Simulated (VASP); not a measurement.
Write the native input for VASP 6.6.1 that does the following.

| Property | Result |
| --- | --- |
| Task | single point |
| Functional | PBEsol |
| Potentials or basis | VASP PAW PBE potentials, release 64 (Pb_d) |
| Cutoff | 520 eV |
| k mesh | 9 × 9 × 5 |
| Occupations | fermi-dirac, width 0.05 eV |
| Spin | no spin polarisation |
| Dipole correction | no |
| Further INCAR settings | ALGO = Normal; EDIFF = 1e-06; NBANDS = 21 |

The structure of Pb lies in POSCAR:

```
Pb
1.0
    3.1241343957      0.0000000000      0.0000000000
   -1.5620671979      2.7055797515      0.0000000000
    0.0000000000      0.0000000000      5.2281299920
Pb
2
Direct
    0.6666666667      0.3333333333      0.7500000000
    0.3333333333      0.6666666667      0.2500000000
```

One way to write it, as run:

INCAR

```
PREC     = Accurate       # precision mode
ENCUT    = 520            # plane-wave cutoff, eV
EDIFF    = 1E-6           # SCF threshold, eV
ISMEAR   = -1             # smearing method
SIGMA    = 0.05           # smearing width, eV
LREAL    = F              # projectors in reciprocal space
LASPH    = T              # aspherical terms in the spheres
NELM     = 100            # most SCF steps
ALGO     = Normal         # electronic algorithm
ISIF     = 2              # what is computed and relaxed
LWAVE    = F              # write WAVECAR
LCHARG   = F              # write CHGCAR
GGA      = PS             # functional
NBANDS   = 21             # bands
```

KPOINTS

```
regular mesh
0
Gamma
  9 9 5
```

Potentials or basis: VASP PAW PBE potentials, release 64 (Pb_d).

Launch:

```bash
$ cat potpaw_PBE.64/Pb_d/POTCAR > POTCAR
$ mpirun -np 1 vasp_std > vasp.out
```

Results of the run:

```yaml
Pressure: 29.9 GPa
Band_gap_on_the_k_mesh: zero (band 14 reaches 19.16 eV, above the bottom of band 15 at 8.43 eV)
```

Caveat: the PAW data sets were made with another functional, which shifts forces and pressure a little; spin-orbit coupling is left out, which moves the levels of the heavy elements.

Run time: 14 s on 1 thread of AMD EPYC 9R45 96-Core Processor (Zen 5) (shared host), peak memory 0.14 GiB.
